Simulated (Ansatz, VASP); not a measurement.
**SnO in VASP and in Ansatz**

INCAR

```
SYSTEM = SnO
PREC     = Accurate       ! precision mode
ENCUT    = 910            ! plane-wave cutoff, eV
EDIFF    = 1E-6           ! SCF threshold, eV
ISMEAR   = -1             ! smearing method
SIGMA    = 0.05           ! smearing width, eV
LREAL    = .FALSE.        ! projectors in reciprocal space
LASPH    = .TRUE.         ! aspherical terms in the spheres
NELM     = 120            ! most SCF steps
ALGO     = Normal         ! electronic algorithm
ISIF     = 2              ! what is computed and relaxed
LWAVE    = .FALSE.        ! write WAVECAR
LCHARG   = .FALSE.        ! write CHGCAR
GGA      = B5             ! functional
ALDAX    = 1.0          
AGGAX    = 1.0          
AGGAC    = 1.0          
ALDAC    = 0.0          
NBANDS   = 28             ! bands
GGA_COMPAT= .FALSE.
```

Contents of KPOINTS:

```
regular mesh
0
G
  7 7 6
  0 0 0
```

The input POSCAR:

```
SnO
1.0
    3.8884925471      0.0000000000      0.0000000000
    0.0000000000      3.8884925471      0.0000000000
    0.0000000000      0.0000000000      4.9827594627
Sn O
2 2
Direct
    0.5000000000      0.0000000000      0.7646261400
    0.0000000000      0.5000000000      0.2353738600
    0.0000000000      0.0000000000      0.0000000000
    0.5000000000      0.5000000000      0.0000000000
```

input.yaml

```yaml
crystal:
  lattice:
    - [3.8884925471, 0.0, 0.0]
    - [0.0, 3.8884925471, 0.0]
    - [0.0, 0.0, 4.9827594627]
  atoms:
    - { symbol: Sn, position: [0.5, 0.0, 0.76462614] }
    - { symbol: Sn, position: [0.0, 0.5, 0.23537386] }
    - { symbol: O, position: [0.0, 0.0, 0.0] }
    - { symbol: O, position: [0.5, 0.5, 0.0] }
hamiltonian:
  xc: blyp
  pseudopotentials: { kind: paw }
kpoints:
  mp_grid: { grid: [7, 7, 6] }
scf:
  occupations: { method: fermi_dirac, width: 0.05 }
output:
  forces: true
  stress: true
  eigenvalues: true
```

Alike in both runs: task single point; functional BLYP; k mesh 7 × 7 × 6; occupations fermi-dirac, width 0.05 eV; no spin polarisation.

```csv
,VASP,Ansatz
version,VASP 6.6.1,Ansatz 0.2.0
potentials or method,"VASP PAW PBE potentials, release 64 (Sn_d, O_h)",Ansatz PAW
plane-wave cutoff (eV),910,420
valence electrons in the cell,40,40
```

Ansatz gave:

| Quantity | Value |
| --- | --- |
| gap on the k mesh at the Fermi level (eV) | 0.77 |
| least direct gap on the mesh (eV) | 2.16 |
| rms of the force components (eV/Å) | 0.091 |

Q: Estimate VASP's values.

A: gap on the k mesh at the Fermi level (eV): 0.76; least direct gap on the mesh (eV): 2.12; rms of the force components (eV/Å): 0.057.

VASP's potentials were made for PBE, not for BLYP. Atom by atom the forces differ by 0.034 eV/Å (rms over components). With one functional, cell and mesh, what is left measures potentials, basis and numerics.

Noted on VASP's run: the cutoff is short for stress, so the pressure is rough. Noted on Ansatz's run: odd divisions of the mesh miss points on the zone boundary, where band edges often lie, so the gap on the mesh can be too wide.
